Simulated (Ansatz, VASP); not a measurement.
# One calculation of Te, two programs

```
CELL_PARAMETERS angstrom
4.23410 -2.37120 0.00000
4.23410 2.37120 0.00000
-0.13045 0.00000 4.03650
ATOMIC_POSITIONS crystal
Te 0.67600 0.67600 0.67500
Te 0.32400 0.32400 0.32500
Te 0.00000 0.00000 0.00000
```

Change from the starting cell: zz strain of +2 %.

Alike in both runs: task single point; functional PBE; k mesh 8 × 8 × 8; occupations fermi-dirac, width 0.05 eV; no spin polarisation.

|  | VASP | Ansatz |
| --- | --- | --- |
| version | VASP 6.6.1 | Ansatz 0.2.0 |
| potentials or method | VASP PAW PBE potentials, release 64 (Te), cutoff 520 eV | all-electron LAPW, scalar-relativistic |

```csv
,VASP,Ansatz,Ansatz less VASP
pressure (GPa),8.1,8.2,+0.07
"traceless stress, the component that is largest in VASP (GPa)",0.88,0.88,+0.002
rms of the force components (eV/Å),0.221,0.220,-0.0016
```

Atom by atom the forces differ by 0.002 eV/Å (rms over components). Ansatz ran all-electron here, and VASP with PAW potentials.

Neither program's run includes spin-orbit coupling.
